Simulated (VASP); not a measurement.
# MgO (de600) (Fm-3m) in VASP: notebook

The runs below take MgO (de600) through vibrations by perturbation theory, with LDA.

Everything below comes from runs of VASP 6.6.1. Logs are shortened: lines on timing, memory, paths and dates and some standing lists are left out, and cuts for length are marked.

## Step 1: The cell of the first run

The structure is cubic, space group Fm-3m (No. 225). Conventional cell: a = 4.161 Å, b = 4.161 Å, c = 4.161 Å, α = 90.00°, β = 90.00°, γ = 90.00°. Mg (site symmetry m-3m) has 6 O at 2.08 Å within 2.8 Å. O (site symmetry m-3m) has 6 Mg at 2.08 Å within 2.8 Å.

## Step 2: Vibrations by perturbation theory, LDA

File INCAR:

```
ALGO = Normal ; EDIFF = 1E-8
ENCUT = 520 ; GGA = CA
IBRION = 8 ; ISIF = 2
ISMEAR = 0 ; LASPH = True
LCHARG = True ; LEPSILON = True
LREAL = False ; LWAVE = False
NELM = 80 ; NSW = 1
PREC = Accurate ; SIGMA = 0.01
```

File KPOINTS:

```
k-points
0
Gamma
  8 8 8
```

File POSCAR:

```
MgO
1.0
    0.0000000000      2.0804427321      2.0804427321
    2.0804427321      0.0000000000      2.0804427321
    2.0804427321      2.0804427321      0.0000000000
Mg O
1 1
Direct
    0.0000000000      0.0000000000      0.0000000000
    0.5000000000      0.5000000000      0.5000000000
```

Potentials or basis: VASP PAW LDA potentials, release 64 (Mg, O).

The run is started by

```
> cat potpaw_LDA.64/Mg/POTCAR potpaw_LDA.64/O/POTCAR > POTCAR
> mpirun -np 1 vasp_std > vasp.out
```

OUTCAR:

```text
EDIFF = 1E-8
   ENCUT = 520
   GGA = CA
   IBRION = 8
   ISIF = 2
   ISMEAR = 0
   LASPH = True
   LEPSILON = True
   LREAL = False
   NELM = 80
   NSW = 1
   PREC = Accurate

 ion  position               nearest neighbor table
   1  0.000  0.000  0.000-   2 2.08   2 2.08   2 2.08   2 2.08   2 2.08   2 2.08
   2  0.500  0.500  0.500-   1 2.08   1 2.08   1 2.08   1 2.08   1 2.08   1 2.08

  LATTYP: Found a face centered cubic cell.
 ALAT       =     4.1608854642

  Lattice vectors:

 A1 = (   0.0000000000,   2.0804427321,   2.0804427321)
 A2 = (   2.0804427321,   0.0000000000,   2.0804427321)
 A3 = (   2.0804427321,   2.0804427321,   0.0000000000)

Analysis of symmetry for initial positions (statically):
=====================================================================
 Subroutine PRICEL returns:
 Original cell was already a primitive cell.

 Routine SETGRP: Setting up the symmetry group for a
 face centered cubic supercell.

 Subroutine GETGRP returns: Found 48 space group operations
 (whereof 48 operations were pure point group operations)
 out of a pool of 48 trial point group operations.

The static configuration has the point symmetry O_h .

Analysis of symmetry for dynamics (positions and initial velocities):
=====================================================================
 Subroutine PRICEL returns:
 Original cell was already a primitive cell.

 Routine SETGRP: Setting up the symmetry group for a
 face centered cubic supercell.

 Subroutine GETGRP returns: Found 48 space group operations
 (whereof 48 operations were pure point group operations)
 out of a pool of 48 trial point group operations.

The dynamic configuration has the point symmetry O_h .

 Subroutine INISYM returns: Found 48 space group operations
 (whereof 48 operations are pure point group operations),
 and found     1 'primitive' translations

----------------------------------------------------------------------------------------

                                     Primitive cell

  volume of cell :      18.0093

  direct lattice vectors                    reciprocal lattice vectors
     0.000000000  2.080442732  2.080442732    -0.240333460  0.240333460  0.240333460
     2.080442732  0.000000000  2.080442732     0.240333460 -0.240333460  0.240333460
     2.080442732  2.080442732  0.000000000     0.240333460  0.240333460 -0.240333460

  length of vectors
     2.942190327  2.942190327  2.942190327     0.416269763  0.416269763  0.416269763

  position of ions in fractional coordinates (direct lattice)
     0.000000000  0.000000000  0.000000000
     0.500000000  0.500000000  0.500000000

  ion indices of the primitive-cell ions
   primitive index   ion index
                 1           1
                 2           2

----------------------------------------------------------------------------------------

 KPOINTS: k-points

Automatic generation of k-mesh.
 Grid dimensions read from file:
 generate k-points for:    8    8    8

 Generating k-lattice:

  Cartesian coordinates                     Fractional coordinates (reciprocal lattice)
    -0.030041682  0.030041682  0.030041682     0.125000000  0.000000000  0.000000000
     0.030041682 -0.030041682  0.030041682     0.000000000  0.125000000  0.000000000
[... 413 lines left out ...]
  ---------------------------------------------------
  free energy    TOTEN  =        -0.11220964 eV

  energy without entropy =       -0.11220964

------------------------ aborting loop because EDIFF is reached ----------------------------------------

--------------------------------------- Ionic step        2  -------------------------------------------

------------------------ aborting loop because EDIFF is reached ----------------------------------------

--------------------------------------- Ionic step        3  -------------------------------------------

------------------------ aborting loop because EDIFF is reached ----------------------------------------

 PIEZOELECTRIC TENSOR FIELD DIRECTION 3  (e Angst)
 -----------------------------------------------------------------------------
    -0.00012  0.00000  0.00000           ( -0.00001  0.00000  0.00000)
     0.00000 -0.00012  0.00000           (  0.00000 -0.00001  0.00000)
     0.00000 -0.00000 -0.00021           (  0.00000  0.00000 -0.00001)

 PIEZOELECTRIC TENSOR FIELD DIRECTION 3  (C/m^2)
 -----------------------------------------------------------------------------
    -0.00011  0.00000  0.00000
     0.00000 -0.00011  0.00000
     0.00000 -0.00000 -0.00019

--------------------------------------- Ionic step        4  -------------------------------------------

------------------------ aborting loop because EDIFF is reached ----------------------------------------

[... ionic steps 5 to 6 ...]

--------------------------------------- Ionic step        7  -------------------------------------------

 Free energy of the ion-electron system (eV)
  ---------------------------------------------------
  ---------------------------------------------------
  free energy    TOTEN  =        -0.35241588 eV

  energy without entropy =       -0.35241588

------------------------ aborting loop because EDIFF is reached ----------------------------------------

 INTERNAL STRAIN TENSOR  FOR ION    2  DIRECTION 1   (eV/Angst):
 -----------------------------------------------------------------------------
    -0.00553  0.00000  0.00000
    -0.00000  0.00708 -0.00000
    -0.00000 -0.00000  0.00708

 MACROSCOPIC STATIC DIELECTRIC TENSOR (including local field effects in DFT)
 ------------------------------------------------------
           3.107540     0.000000    -0.000000
           0.000000     3.107540    -0.000000
           0.000000     0.000000     3.107540
 ------------------------------------------------------

 PIEZOELECTRIC TENSOR (including local field effects)  for field in x, y, z        (e  Angst)
          XX          YY          ZZ          XY          YZ          ZX
  --------------------------------------------------------------------------------
  x     0.00000     0.00000     0.00000     0.00000     0.00000     0.00000
  y     0.00000     0.00000     0.00000     0.00000     0.00000     0.00000
  z     0.00000     0.00000     0.00000     0.00000     0.00000     0.00000

 PIEZOELECTRIC TENSOR (including local field effects)  for field in x, y, z        (C/m^2)
          XX          YY          ZZ          XY          YZ          ZX
  --------------------------------------------------------------------------------
  x     0.00000     0.00000     0.00000     0.00000     0.00000     0.00000
  y     0.00000     0.00000     0.00000     0.00000     0.00000     0.00000
  z     0.00000     0.00000     0.00000     0.00000     0.00000     0.00000

 BORN EFFECTIVE CHARGES (including local field effects) (in |e|, cummulative output)
 ---------------------------------------------------------------------------------
 ion    1
    1     1.95330    -0.00000    -0.00000
    2    -0.00000     1.95330     0.00000
    3    -0.00000    -0.00000     1.95330
 ion    2
    1    -1.95330     0.00000     0.00000
    2     0.00000    -1.95330     0.00000
    3     0.00000     0.00000    -1.95330

 INTERNAL STRAIN TENSOR FOR ION    2 for displacements in x,y,z  (eV/Angst):
          X           Y           Z          XY          YZ          ZX
  --------------------------------------------------------------------------------
  x     0.00000     0.00000     0.00000     0.00000     0.00000     0.00000
  y     0.00000     0.00000     0.00000     0.00000     0.00000     0.00000
  z     0.00000     0.00000     0.00000     0.00000     0.00000     0.00000

 SECOND DERIVATIVES (NOT SYMMETRIZED)
 ------------------------------------
               1X          1Y          1Z          2X          2Y          2Z
  1X    -6.056165    0.000000    0.000000    6.056165    0.000000    0.000000
  1Y     0.000000   -6.056165    0.000000    0.000000    6.056165    0.000000
  1Z     0.000000    0.000000   -6.056165    0.000000    0.000000    6.056165
  2X     6.065268    0.000000    0.000000   -6.065268    0.000000    0.000000
  2Y     0.000000    6.065268    0.000000    0.000000   -6.065268    0.000000
  2Z     0.000000    0.000000    6.065268    0.000000    0.000000   -6.065268

 Eigenvectors and eigenvalues of the dynamical matrix
 ----------------------------------------------------

   1 f  =   12.391332 THz    77.857034 2PiTHz  413.330338 cm-1    51.246408 meV
             X         Y         Z           dx          dy          dz
      0.000000  0.000000  0.000000     0.000000   -0.629773    0.000000
      2.080443  2.080443  2.080443    -0.000000    0.776779    0.000000
[... 21 lines left out ...]
   6 f/i=    0.004552 THz     0.028603 2PiTHz    0.151850 cm-1     0.018827 meV
             X         Y         Z           dx          dy          dz
      0.000000  0.000000  0.000000    -0.002937   -0.340752    0.698044
      2.080443  2.080443  2.080443    -0.002381   -0.276264    0.565938

--------------------------------------------------------------------------------------------------------

 MACROSCOPIC STATIC DIELECTRIC TENSOR IONIC CONTRIBUTION
 ------------------------------------------------------
           6.325295    -0.000000     0.000000
          -0.000000     6.325295     0.000000
           0.000000     0.000000     6.325295
 ------------------------------------------------------

 ELASTIC MODULI CONTR FROM IONIC RELAXATION (kBar)
 Direction    XX          YY          ZZ          XY          YZ          ZX
 --------------------------------------------------------------------------------
 XX           0.0000      0.0000      0.0000      0.0000      0.0000      0.0000
 YY           0.0000      0.0000      0.0000      0.0000      0.0000      0.0000
 ZZ           0.0000      0.0000      0.0000      0.0000      0.0000      0.0000
 XY           0.0000      0.0000      0.0000      0.0000      0.0000      0.0000
 YZ           0.0000      0.0000      0.0000      0.0000      0.0000      0.0000
 ZX           0.0000      0.0000      0.0000      0.0000      0.0000      0.0000
 --------------------------------------------------------------------------------

 PIEZOELECTRIC TENSOR IONIC CONTR  for field in x, y, z        (C/m^2)
          XX          YY          ZZ          XY          YZ          ZX
  --------------------------------------------------------------------------------
  x     0.00000     0.00000     0.00000     0.00000     0.00000     0.00000
  y     0.00000     0.00000     0.00000     0.00000     0.00000     0.00000
  z     0.00000     0.00000     0.00000     0.00000     0.00000     0.00000
```

Run time: 23 s. Hardware: 1 thread of Intel Xeon 6975P-C (Granite Rapids), shared host; peak memory 0.16 GiB.

Results:

```yaml
Electronic_dielectric_tensor_diagonal: 3.11
Born_charges_mean_of_the_diagonal: Mg +1.95; O -1.95 e
Highest_phonon_frequency_at_Γ_LO-TO_splitting_left_out: 413 cm⁻¹
```

Phonon frequencies in cm⁻¹ (negative: imaginary):
```csv
q point,frequencies
"(0.000, 0.000, 0.000)",0 0 0 413 413 413
```

Electronic dielectric tensor:
```
3.11 0.00 0.00
0.00 3.11 0.00
0.00 0.00 3.11
```

Born effective charge tensors (e):
atom 1, Mg
```
1.95 0.00 0.00
0.00 1.95 0.00
0.00 0.00 1.95
```
atom 2, O
```
-1.95  0.00  0.00
 0.00 -1.95  0.00
 0.00  0.00 -1.95
```

Caveat: the cell wasn't relaxed at this level first, which shifts response properties.

## Step 3: Vibrations by perturbation theory, LDA

INCAR is that of step 2.

KPOINTS is that of step 2.

File POSCAR:

```
MgO
1.0
    0.0000000000      2.0804427289      2.0804427289
    2.0804427289      0.0000000000      2.0804427289
    2.0804427289      2.0804427289      0.0000000000
Mg O
1 1
Direct
    0.0000000000      0.0000000000      0.0000000000
    0.5000000000      0.5000000000      0.5000000000
```

Potentials or basis: VASP PAW LDA potentials, release 64 (Mg, O).

The run is started by

```
> cat potpaw_LDA.64/Mg/POTCAR potpaw_LDA.64/O/POTCAR > POTCAR
> mpirun -np 1 vasp_std > vasp.out
```

OUTCAR:

```text
EDIFF = 1E-8
   ENCUT = 520
   GGA = CA
   IBRION = 8
   ISIF = 2
   ISMEAR = 0
   LASPH = True
   LEPSILON = True
   LREAL = False
   NELM = 80
   NSW = 1
   PREC = Accurate

 ion  position               nearest neighbor table
   1  0.000  0.000  0.000-   2 2.08   2 2.08   2 2.08   2 2.08   2 2.08   2 2.08
   2  0.500  0.500  0.500-   1 2.08   1 2.08   1 2.08   1 2.08   1 2.08   1 2.08

  LATTYP: Found a face centered cubic cell.
 ALAT       =     4.1608854578

  Lattice vectors:

 A1 = (   0.0000000000,   2.0804427289,   2.0804427289)
 A2 = (   2.0804427289,   0.0000000000,   2.0804427289)
 A3 = (   2.0804427289,   2.0804427289,   0.0000000000)

Analysis of symmetry for initial positions (statically):
=====================================================================
 Subroutine PRICEL returns:
 Original cell was already a primitive cell.

 Routine SETGRP: Setting up the symmetry group for a
 face centered cubic supercell.
[... 564 lines left out ...]
 ------------------------------------
               1X          1Y          1Z          2X          2Y          2Z
  1X    -6.056164    0.000000    0.000000    6.056164    0.000000    0.000000
  1Y     0.000000   -6.056164    0.000000    0.000000    6.056164    0.000000
  1Z     0.000000    0.000000   -6.056164    0.000000    0.000000    6.056164
  2X     6.065268    0.000000    0.000000   -6.065268    0.000000    0.000000
  2Y     0.000000    6.065268    0.000000    0.000000   -6.065268    0.000000
  2Z     0.000000    0.000000    6.065268    0.000000    0.000000   -6.065268

 Eigenvectors and eigenvalues of the dynamical matrix
 ----------------------------------------------------

   1 f  =   12.391332 THz    77.857034 2PiTHz  413.330337 cm-1    51.246407 meV
             X         Y         Z           dx          dy          dz
      0.000000  0.000000  0.000000    -0.629773    0.000000    0.000000
      2.080443  2.080443  2.080443     0.776780    0.000000    0.000000
[... 21 lines left out ...]
   6 f/i=    0.004553 THz     0.028605 2PiTHz    0.151857 cm-1     0.018828 meV
             X         Y         Z           dx          dy          dz
      0.000000  0.000000  0.000000     0.000000    0.000000    0.776780
      2.080443  2.080443  2.080443     0.000000    0.000000    0.629773

--------------------------------------------------------------------------------------------------------

 MACROSCOPIC STATIC DIELECTRIC TENSOR IONIC CONTRIBUTION
 ------------------------------------------------------
           6.325296     0.000000    -0.000000
           0.000000     6.325296    -0.000000
          -0.000000    -0.000000     6.325296
 ------------------------------------------------------

 ELASTIC MODULI CONTR FROM IONIC RELAXATION (kBar)
 Direction    XX          YY          ZZ          XY          YZ          ZX
 --------------------------------------------------------------------------------
 XX           0.0000      0.0000      0.0000      0.0000      0.0000      0.0000
 YY           0.0000      0.0000      0.0000      0.0000      0.0000      0.0000
 ZZ           0.0000      0.0000      0.0000      0.0000      0.0000      0.0000
 XY           0.0000      0.0000      0.0000      0.0000      0.0000      0.0000
 YZ           0.0000      0.0000      0.0000      0.0000      0.0000      0.0000
 ZX           0.0000      0.0000      0.0000      0.0000      0.0000      0.0000
 --------------------------------------------------------------------------------

 PIEZOELECTRIC TENSOR IONIC CONTR  for field in x, y, z        (C/m^2)
          XX          YY          ZZ          XY          YZ          ZX
  --------------------------------------------------------------------------------
  x     0.00000     0.00000     0.00000     0.00000     0.00000     0.00000
  y     0.00000     0.00000     0.00000     0.00000     0.00000     0.00000
  z     0.00000     0.00000     0.00000     0.00000     0.00000     0.00000
```

OSZICAR:

```text
N       E                     dE             d eps       ncg     rms          rms(c)
DAV:   1     0.116583187563E+02    0.11658E+02   -0.49802E+03   552   0.894E+02
DAV:   2    -0.147217873571E+02   -0.26380E+02   -0.26127E+02   536   0.144E+02
DAV:   3    -0.150266470945E+02   -0.30486E+00   -0.30486E+00   608   0.174E+01
[... 126 lines left out ...]
RMM:   6    -0.352420132890E+00   -0.43441E-05   -0.50672E-08  1559   0.254E-03    0.740E-04
RMM:   7    -0.352415764639E+00    0.43683E-05   -0.20164E-09  1553   0.428E-04    0.588E-05
RMM:   8    -0.352415849436E+00   -0.84797E-07   -0.71243E-10  1534   0.958E-05    0.142E-05
RMM:   9    -0.352415860263E+00   -0.10827E-07   -0.67362E-10  1592   0.392E-05    0.293E-06
RMM:  10    -0.352415877467E+00   -0.17203E-07   -0.69635E-10  1297   0.276E-05    0.429E-07
RMM:  11    -0.352415880284E+00   -0.28173E-08   -0.64576E-10   876   0.259E-05    0.419E-08
 Linear response finished
```

stdout:

```text
POSCAR found type information on POSCAR MgO
 POSCAR found :  2 types and       2 ions
 scaLAPACK will be used
 LDA part: xc-table for (Slater(with rela. corr.)+CA(PZ))
 , standard interpolation
 POSCAR, INCAR and KPOINTS ok, starting setup
 FFT: planning ... GRIDC
 FFT: planning ... GRID_SOFT
 FFT: planning ... GRID
[... 24 lines left out ...]
 Linear response to external field, progress :
  Direction:   3
 dielectric tensor                  component  3 :     0.046     0.242     3.108
 Linear response DOF=           2
 Linear response progress:
 first order change of Fermi-energy   0.48969E-04
 force on displaced ion       1 direction 1 :  -6.056   0.000   0.000
 Born effective charge ion    1 direction 1 :   1.953   0.000   0.000
 Linear response progress:
 first order change of Fermi-energy   0.10577E-02
 force on displaced ion       2 direction 1 :  -6.065   0.000   0.000
 Born effective charge ion    2 direction 1 :  -1.954   0.000   0.000
 Born effective charges drift removed
 Linear response finished
```

Wall time 77 s (1 thread of Intel Xeon Platinum 8259CL at 2.50GHz (Skylake/Cascade Lake), shared host); peak memory 0.16 GiB.

Results:

```yaml
Electronic_dielectric_tensor_diagonal: 3.11
Born_charges_mean_of_the_diagonal: Mg +1.95; O -1.95 e
Highest_phonon_frequency_at_Γ_LO-TO_splitting_left_out: 413 cm⁻¹
```

Phonon frequencies in cm⁻¹ (negative: imaginary):
| q point | frequencies |
| --- | --- |
| (0.000, 0.000, 0.000) | 0 0 0 413 413 413 |

Electronic dielectric tensor:
```
3.11 0.00 0.00
0.00 3.11 0.00
0.00 0.00 3.11
```

Born effective charge tensors (e):
atom 1, Mg
```
1.95 0.00 0.00
0.00 1.95 0.00
0.00 0.00 1.95
```
atom 2, O
```
-1.95  0.00  0.00
 0.00 -1.95  0.00
 0.00  0.00 -1.95
```

Caveat: the cell wasn't relaxed at this level first, which shifts response properties.
